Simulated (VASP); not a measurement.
Here is a VASP 6.6.1 calculation.

Contents of POSCAR:

```
Si
1.0
    4.4894421007      0.0000000000      0.0000000000
   -2.2447210504      3.8879709080      0.0000000000
    0.0000000000      0.0000000000      2.5736812903
Si
3
Direct
    0.0000000000      0.0000000000      0.0000000000
    0.3333333333      0.6666666667      0.5000000000
    0.6666666667      0.3333333333      0.5000000000
```

The input INCAR.step1:

```
SYSTEM = Si
PREC     = Accurate       ! precision mode
ENCUT    = 550            ! plane-wave cutoff, eV
ISMEAR   = -1             ! smearing method
SIGMA    = 0.1            ! smearing width, eV
LREAL    = .False.        ! projectors in reciprocal space
LASPH    = .True.         ! aspherical terms in the spheres
NELM     = 120            ! most SCF steps
NBANDS   = 13             ! bands
GGA      = PE             ! functional
ALGO     = Normal         ! electronic algorithm
EDIFF    = 1E-5           ! SCF threshold, eV
LWAVE    = .True.         ! write WAVECAR
LCHARG   = .False.        ! write CHGCAR
GGA_COMPAT= .False.
```

File INCAR.step2:

```
SYSTEM = Si
PREC     = Accurate       ! precision mode
ENCUT    = 550            ! plane-wave cutoff, eV
EDIFF    = 1E-6           ! SCF threshold, eV
ISMEAR   = -1             ! smearing method
SIGMA    = 0.1            ! smearing width, eV
LREAL    = .False.        ! projectors in reciprocal space
LASPH    = .True.         ! aspherical terms in the spheres
NELM     = 120            ! most SCF steps
ALGO     = Normal         ! electronic algorithm
ISIF     = 2              ! what is computed and relaxed
LWAVE    = .False.        ! write WAVECAR
LCHARG   = .False.        ! write CHGCAR
METAGGA  = R2SCAN         ! meta-GGA
LMIXTAU  = .True.       
NBANDS   = 13             ! bands
ISTART   = 1            
GGA_COMPAT= .False.
```

Contents of KPOINTS:

```
regular mesh
0
Gamma
  9 9 14
  0 0 0
```

Potentials or basis: VASP PAW PBE potentials, release 64 (Si).

Command:

```console
$ cat potpaw_PBE.64/Si/POTCAR > POTCAR
$ cp INCAR.step1 INCAR
$ mpirun -np 1 vasp_std > vasp.out
$ cp INCAR.step2 INCAR
$ mpirun -np 1 vasp_std > vasp.out
```

**Question.** Predict the band gap on the k mesh.

**Answer.** Zero (bands 6 and 7 overlap by 7.42 eV).

**Question.** What does it give for the pressure?

**Answer.** -3.4 GPa.

Stress tensor (GPa, compression positive):
```
-4.05  0.00  0.00
 0.00 -4.05  0.00
 0.00  0.00 -2.12
```

Caveat: the cell stands under tension; the PAW data sets were made with another functional, which shifts forces and pressure a little.
